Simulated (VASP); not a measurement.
Wanted: the native input for a VASP 6.6.1 run.

- Task: single point
- Functional: PBE
- Potentials or basis: VASP PAW PBE potentials, release 64 (Sc_sv, Ta_pv)
- Cutoff: 520 eV
- k mesh: 6 × 6 × 4
- Occupations: gaussian, width 0.1 eV
- Spin: collinear spin
- Starting moments: [1.0, 1.0, 1.0, 0.0] μB
- Dipole correction: no
- Further INCAR settings: ALGO = Normal; EDIFF = 1e-07; NBANDS = 34

The structure of Sc3Ta lies in POSCAR:

```
Sc3Ta
1.0
    5.0628479943      0.0000000000      0.0000000000
   -2.5314239972      4.3845549786      0.0000000000
    0.0000000000      0.0000000000      5.1481194320
Sc Ta
3 1
Direct
    0.0000000000      0.0000000000      0.0000000000
    0.3333333333      0.6666666667      0.5000000000
    0.6666666667      0.3333333333      0.5000000000
    0.0000000000      0.0000000000      0.5000000000
```

The cell was generated, and may not be a known phase.

One way to write it, as run:

INCAR

```
SYSTEM = Sc3Ta
PREC = Accurate
ENCUT = 520
EDIFF = 1E-7
ISMEAR = 0
SIGMA = 0.1
LREAL = .False.
LASPH = .True.
NELM = 150
ALGO = Normal
ISIF = 2
LWAVE = .False.
LCHARG = .True.
ISPIN = 2
MAGMOM = 1 1 1 0
LORBIT = 11
LMAXMIX = 4
GGA = PE
LELF = .True.
LVHAR = .True.
NBANDS = 34
```

KPOINTS

```
regular mesh
0
Gamma
  6 6 4
  0 0 0
```

Potentials or basis: VASP PAW PBE potentials, release 64 (Sc_sv, Ta_pv).

Launch:

```console
$ cat potpaw_PBE.64/Sc_sv/POTCAR potpaw_PBE.64/Ta_pv/POTCAR > POTCAR
$ mpirun -np 1 vasp_std > vasp.out
```

It gave:

```
Pressure                                              : 0.2 GPa
Band gap on the k mesh                                : zero (filled and empty bands overlap)
Net moment                                            : 0.00 μB per cell
Valence electrons inside the program's atomic spheres : Sc 9.48; Ta 9.09
```

Caveat: spin-orbit coupling is left out, which moves the levels of the heavy elements.

It took 6.7 min on 1 thread of Oxide Virtual Turin-like Processor (shared host), peak memory 0.32 GiB.
